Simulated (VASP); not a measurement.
# FeO (Fm-3m) in VASP: further runs

FeO is run at these levels: PBE; tasks: single point.

Everything below comes from runs of VASP 6.6.1. Logs are shortened: lines on timing, memory, paths and dates and some standing lists are left out, and cuts for length are marked.

## 1. The cell of the first run

It takes space group Fm-3m (No. 225, cubic). The conventional cell has a = 4.368 Å, b = 4.368 Å, c = 4.368 Å, α = 90.00°, β = 90.00°, γ = 90.00°. Fe (site symmetry m-3m) has 6 O at 2.18 Å within 2.9 Å. Within 2.9 Å of O (site symmetry m-3m) lie 6 Fe at 2.18 Å.

## 2. Single point, PBE, collinear spin, ferromagnetic start

Input file INCAR:

```
SYSTEM = FeO
PREC     = Accurate       ! precision mode
ENCUT    = 520            ! plane-wave cutoff, eV
EDIFF    = 1E-6           ! SCF threshold, eV
ISMEAR   = -1             ! smearing method
SIGMA    = 0.05           ! smearing width, eV
LREAL    = .FALSE.        ! projectors in reciprocal space
LASPH    = .TRUE.         ! aspherical terms in the spheres
NELM     = 150            ! most SCF steps
ALGO     = Normal         ! electronic algorithm
ISIF     = 2              ! what is computed and relaxed
LWAVE    = .FALSE.        ! write WAVECAR
LCHARG   = .TRUE.         ! write CHGCAR
ISPIN    = 2              ! spin polarisation
MAGMOM   = 3 0            ! initial moments
LORBIT   = 11             ! projections on sites
LMAXMIX  = 4              ! l up to which the mixer works
GGA      = PE             ! functional
LELF     = .TRUE.         ! ELF
LVHAR    = .TRUE.       
NBANDS   = 18             ! bands
```

Input file KPOINTS:

```
Automatic mesh
0
G
  11 11 11
  0 0 0
```

Input file POSCAR:

```
FeO
1.0
    0.0000000000      2.1837639411      2.1837639411
    2.1837639411      0.0000000000      2.1837639411
    2.1837639411      2.1837639411      0.0000000000
Fe O
1 1
Direct
    0.0000000000      0.0000000000      0.0000000000
    0.5000000000      0.5000000000      0.5000000000
```

Potentials or basis: VASP PAW PBE potentials, release 64 (Fe, O).

Run with:

```sh
$ cat potpaw_PBE.64/Fe/POTCAR potpaw_PBE.64/O/POTCAR > POTCAR
$ mpirun -np 1 vasp_std > vasp.out
```

OUTCAR:

```text
SYSTEM = FeO
   PREC = Accurate
   ENCUT = 520
   EDIFF = 1E-6
   ISMEAR = -1
   LREAL = .FALSE.
   LASPH = .TRUE.
   NELM = 150
   ISIF = 2
   ISPIN = 2
   LORBIT = 11
   GGA = PE

 ion  position               nearest neighbor table
   1  0.000  0.000  0.000-   2 2.18   2 2.18   2 2.18   2 2.18   2 2.18   2 2.18
   2  0.500  0.500  0.500-   1 2.18   1 2.18   1 2.18   1 2.18   1 2.18   1 2.18

  LATTYP: Found a face centered cubic cell.
 ALAT       =     4.3675278822

  Lattice vectors:

 A1 = (   0.0000000000,   2.1837639411,   2.1837639411)
 A2 = (   2.1837639411,   0.0000000000,   2.1837639411)
 A3 = (   2.1837639411,   2.1837639411,   0.0000000000)

Analysis of symmetry for initial positions (statically):
=====================================================================
 Subroutine PRICEL returns:
 Original cell was already a primitive cell.

 Routine SETGRP: Setting up the symmetry group for a
 face centered cubic supercell.

 Subroutine GETGRP returns: Found 48 space group operations
 (whereof 48 operations were pure point group operations)
 out of a pool of 48 trial point group operations.

The static configuration has the point symmetry O_h .

Analysis of symmetry for dynamics (positions and initial velocities):
=====================================================================
 Subroutine PRICEL returns:
 Original cell was already a primitive cell.

 Routine SETGRP: Setting up the symmetry group for a
 face centered cubic supercell.

 Subroutine GETGRP returns: Found 48 space group operations
 (whereof 48 operations were pure point group operations)
 out of a pool of 48 trial point group operations.

The dynamic configuration has the point symmetry O_h .

Analysis of structural, dynamic, and magnetic symmetry:
=====================================================================
 Subroutine PRICEL returns:
 Original cell was already a primitive cell.

 Routine SETGRP: Setting up the symmetry group for a
 face centered cubic supercell.

 Subroutine GETGRP returns: Found 48 space group operations
 (whereof 48 operations were pure point group operations)
 out of a pool of 48 trial point group operations.

The overall configuration has the point symmetry O_h .

 Subroutine INISYM returns: Found 48 space group operations
 (whereof 48 operations are pure point group operations),
 and found     1 'primitive' translations

[... 115 lines left out ...]
  volume/ion in A,a.u.               =      10.41        70.28
  Fermi-wavevector in a.u.,A,eV,Ry     =   1.434064  2.709988 27.980913  2.056539
  Thomas-Fermi vector in A             =   2.553513
   LORBIT       =     11    0 simple, 1 ext, 2 COOP (PROOUT), +10 PAW based schemes
   GGA     = PE    functional components
   LHFCALC =     F    Hartree Fock is set to
   AEXX    =    0.0000 exact exchange contribution
   IVDW    =     0    specifies the selected vdW correction
   LEPSILON=     F    determine dielectric tensor
   LRPA    =     F    only Hartree local field effects (RPA)
 spin polarized calculation
  energy-cutoff  :      520.00
  volume of cell :       20.83
 maximum number of plane-waves:       572
   NGX = 11   NGY = 11   NGZ = 11

 number of electron      14.0000003 magnetization       4.0009800

 Free energy of the ion-electron system (eV)
  ---------------------------------------------------
  ext. energy  EPLUGINS =         0.00000000
  ---------------------------------------------------
  free energy    TOTEN  =       -14.91904941 eV

  energy without entropy =      -14.90639087  energy(sigma->0) =      -14.91272014

 E-fermi :   5.7796     XC(G=0): -11.9484

 val. band max:        5.7769410247   @ k =  -0.2727   0.3636   0.0909
 cond. band min:       5.7823475406   @ k =  -0.3636   0.2727   0.0909
 fundamental gap:      0.0054065159
 Fermi energy:         5.7796313762

 spin component 1

 k-point     1 :       0.0000    0.0000    0.0000
  band No.  band energies     occupation
      1     -14.6242      1.00000
      2       1.9486      1.00000
      3       1.9486      1.00000
      4       1.9486      1.00000
      5       2.1115      1.00000
      6       2.1115      1.00000
[... 493 lines left out ...]
     17      31.6441      0.00000
     18      33.4275      0.00000

 [... further k-points ...]

 spin component 2

 k-point     1 :       0.0000    0.0000    0.0000
  band No.  band energies     occupation
      1     -14.1049      1.00000
      2       2.6639      1.00000
      3       2.6639      1.00000
      4       2.6639      1.00000
      5       5.0983      1.00000
      6       5.0985      1.00000
[... 493 lines left out ...]
     17      32.4114      0.00000
     18      34.1554      0.00000

 [... further k-points ...]

------------------------ aborting loop because EDIFF is reached ----------------------------------------

  FORCE on cell =-STRESS in cart. coord.  units (eV):
  Direction    XX          YY          ZZ          XY          YZ          ZX
  --------------------------------------------------------------------------------------
  -------------------------------------------------------------------------------------
  Total       -0.8896185     -0.8896185     -0.8896185      0.0000000      0.0000000     -0.0000000
  in kB      -68.4332712    -68.4332712    -68.4332712      0.0000000      0.0000000     -0.0000000
  external PRESSURE =     -68.4332712 kB  Pullay stress =       0.0000000 kB

 VOLUME and BASIS-vectors are now :
 -----------------------------------------------------------------------------
  energy-cutoff  :      520.00
  volume of cell :       20.83
      direct lattice vectors                 reciprocal lattice vectors
     0.000000000  2.183763941  2.183763941    -0.228962476  0.228962476  0.228962476
     2.183763941  0.000000000  2.183763941     0.228962476 -0.228962476  0.228962476
     2.183763941  2.183763941  0.000000000     0.228962476  0.228962476 -0.228962476

 POSITION                                       TOTAL-FORCE (eV/Angst)
 -----------------------------------------------------------------------------------
      0.00000      0.00000      0.00000        -0.000000     -0.000000     -0.000000
      2.18376      2.18376      2.18376         0.000000      0.000000      0.000000
 -----------------------------------------------------------------------------------
    total drift:                                0.000000     -0.000000      0.000000

  FREE ENERGIE OF THE ION-ELECTRON SYSTEM (eV)
  ---------------------------------------------------
  free  energy   TOTEN  =       -14.9190494070 eV

  energy  without entropy=      -14.9063908658  energy(sigma->0) =      -14.91272014

 total charge

# of ion       s       p       d       tot
------------------------------------------
    1        0.277   0.333   6.060   6.670
    2        1.556   3.417   0.000   4.973
--------------------------------------------------
tot          1.833   3.750   6.060  11.643

 magnetization (x)

# of ion       s       p       d       tot
------------------------------------------
    1        0.027   0.020   3.577   3.624
    2        0.029   0.265   0.000   0.294
--------------------------------------------------
tot          0.056   0.286   3.577   3.918
```

OSZICAR:

```text
N       E                     dE             d eps       ncg     rms          rms(c)
DAV:   1     0.684007414263E+02    0.68401E+02   -0.67180E+03  4360   0.888E+02
DAV:   2    -0.127897243789E+02   -0.81190E+02   -0.69036E+02  4114   0.203E+02
DAV:   3    -0.173791124683E+02   -0.45894E+01   -0.44176E+01  4858   0.515E+01
DAV:   4    -0.174135152614E+02   -0.34403E-01   -0.34387E-01  4804   0.428E+00
DAV:   5    -0.174137612841E+02   -0.24602E-03   -0.24601E-03  4878   0.374E-01    0.174E+01
DAV:   6    -0.156718154517E+02    0.17419E+01   -0.16655E+01  5340   0.563E+01    0.205E+01
DAV:   7    -0.149599778043E+02    0.71184E+00   -0.36219E+00  5238   0.350E+01    0.900E+00
DAV:   8    -0.149387003596E+02    0.21277E-01   -0.19500E-01  5022   0.440E+00    0.504E+00
DAV:   9    -0.149243209425E+02    0.14379E-01   -0.83216E-02  6338   0.450E+00    0.112E+00
DAV:  10    -0.149189077997E+02    0.54131E-02   -0.22537E-02  5674   0.297E+00    0.149E-01
DAV:  11    -0.149190317171E+02   -0.12392E-03   -0.31430E-03  5298   0.533E-01    0.670E-02
DAV:  12    -0.149190309505E+02    0.76656E-06   -0.70512E-05  5158   0.806E-02    0.450E-02
DAV:  13    -0.149190464108E+02   -0.15460E-04   -0.30176E-05  5474   0.561E-02    0.173E-02
DAV:  14    -0.149190498681E+02   -0.34573E-05   -0.45020E-06  4494   0.178E-02    0.769E-03
DAV:  15    -0.149190494070E+02    0.46111E-06   -0.63920E-07  2534   0.863E-03
   1 F= -.14919049E+02 E0= -.14912720E+02  d E =-.126585E-01  mag=     4.0013
```

stdout:

```text
POSCAR found type information on POSCAR FeO
 POSCAR found :  2 types and       2 ions
 scaLAPACK will be used
 LDA part: xc-table for (Slater+PW92), standard interpolation
 POSCAR, INCAR and KPOINTS ok, starting setup
 FFT: planning ... GRIDC
 FFT: planning ... GRID_SOFT
 FFT: planning ... GRID
 WAVECAR not read
 entering main loop
```

Run time: 39 s. Hardware: 1 thread of Intel Xeon Platinum 8259CL at 2.50GHz (Skylake/Cascade Lake), shared host; peak memory 0.16 GiB.

What came out:

```
Free energy                                           : -14.9190 eV
Pressure                                              : -6.8 GPa
Band gap on the k mesh                                : zero (filled and empty bands overlap)
Net moment                                            : 4.00 μB per cell
Site moments                                          : Fe +3.62; O +0.29 μB
Valence electrons inside the program's atomic spheres : Fe 6.67; O 4.97
```

Caveat: a cell with one magnetic atom can't hold antiferromagnetic order, which such compounds often take; semilocal functionals often make such compounds metallic where correlation or magnetic order opens a gap, which also shifts bond lengths.

## 3. Single point, PBE, collinear spin, ferromagnetic start

This run uses another cell than the first one, of 10.61 Å³/atom, 1.019 times its volume.

Input file INCAR:

```
SYSTEM = FeO
  PREC = Accurate
  ENCUT = 520
  EDIFF = 1E-6
  ISMEAR = -1
  SIGMA = 0.05
  LREAL = .FALSE.
  LASPH = .TRUE.
  NELM = 150
  ALGO = Normal
  ISIF = 2
  LWAVE = .FALSE.
  LCHARG = .TRUE.
  ISPIN = 2
  MAGMOM = 3 0
  LORBIT = 11
  LMAXMIX = 4
  GGA = PE
  LELF = .TRUE.
  LVHAR = .TRUE.
  NBANDS = 18
```

KPOINTS is that of step 2.

Input file POSCAR:

```
FeO
1.0
    0.0000000000      2.1976736406      2.1976736406
    2.1976736406      0.0000000000      2.1976736406
    2.1976736406      2.1976736406      0.0000000000
Fe O
1 1
Direct
    0.0000000000      0.0000000000      0.0000000000
    0.5000000000      0.5000000000      0.5000000000
```

Potentials or basis: VASP PAW PBE potentials, release 64 (Fe, O).

Run with:

```sh
$ cat potpaw_PBE.64/Fe/POTCAR potpaw_PBE.64/O/POTCAR > POTCAR
$ mpirun -np 1 vasp_std > vasp.out
```

Wall time 39 s (1 thread of Intel Xeon Platinum 8259CL at 2.50GHz (Skylake/Cascade Lake), shared host); peak memory 0.17 GiB.

Results (log left out):

| Quantity | Value |
| --- | --- |
| Free energy | -14.8989 eV |
| Pressure | -9.7 GPa |
| Band gap on the k mesh | zero (filled and empty bands overlap) |
| Net moment | 4.00 μB per cell |
| Site moments | Fe +3.63; O +0.29 μB |
| Valence electrons inside the program's atomic spheres | Fe 6.64; O 4.96 |

Levels at points of the mesh, in eV from the Fermi level:
Spin up:
| k point | band 7 | band 8 | band 9 | band 10 | band 11 | band 12 |
| --- | --- | --- | --- | --- | --- | --- |
| (0.00, 0.00, 0.00) | -3.59 | -3.59 | -3.59 | -0.21 | 15.26 | 16.56 |
Spin down:
```tsv
k point	band 2	band 3	band 4	band 5	band 6	band 7	band 8	band 9
(0.00, 0.00, 0.00)	-3.06	-3.06	-3.06	-0.66	-0.66	-0.66	0.22	0.22
```

Caveat: a cell with one magnetic atom can't hold antiferromagnetic order, which such compounds often take; semilocal functionals often make such compounds metallic where correlation or magnetic order opens a gap, which also shifts bond lengths. With open d or f shells a metallic result of PBE can be an artefact of self-interaction; +U or a hybrid may open a gap.

## 4. Single point, PBE, collinear spin, ferromagnetic start

This run uses another cell than the first one, of 10.61 Å³/atom, 1.019 times its volume.

Input file INCAR:

```
  PREC = Accurate
  ENCUT = 520
  EDIFF = 1E-7
  ISMEAR = -1
  SIGMA = 0.05
  LREAL = F
  LASPH = T
  NELM = 150
  ALGO = Normal
  ISIF = 2
  LWAVE = F
  LCHARG = F
  ISPIN = 2
  MAGMOM = 3 0
  LORBIT = 11
  LMAXMIX = 4
  GGA = PE
  NBANDS = 18
```

Input file KPOINTS:

```
Automatic mesh
0
Gamma
  11 11 11
```

POSCAR is that of step 3.

Run with:

```sh
$ cat potpaw_PBE.64/Fe/POTCAR potpaw_PBE.64/O/POTCAR > POTCAR
$ mpirun -np 1 vasp_std > vasp.out
```

Wall time 59 s (1 thread of Intel Xeon Platinum 8259CL at 2.50GHz (Skylake/Cascade Lake), shared host); peak memory 0.17 GiB.

The run converged. Its results:

```yaml
Free_energy: -14.8989 eV
Pressure: -9.6 GPa
Band_gap_on_the_k_mesh: zero (filled and empty bands overlap)
Net_moment: 4.00 μB per cell
Site_moments: Fe +3.63; O +0.29 μB
Valence_electrons_inside_the_program's_atomic_spheres: Fe 6.64; O 4.96
```

Levels at points of the mesh, in eV from the Fermi level:
Spin up:
```
           k point  band 6  band 7  band 8  band 9  band 10  band 11  band 12  band 13
(0.00, 0.00, 0.00)   -3.67   -3.59   -3.59   -3.59    -0.21    15.26    16.56    16.56
```
Spin down:
```csv
k point,band 3,band 4,band 5,band 6,band 7,band 8
"(0.00, 0.00, 0.00)",-3.06,-3.06,-0.66,-0.66,-0.66,0.22
```

Caveat: a cell with one magnetic atom can't hold antiferromagnetic order, which such compounds often take; semilocal functionals often make such compounds metallic where correlation or magnetic order opens a gap, which also shifts bond lengths.
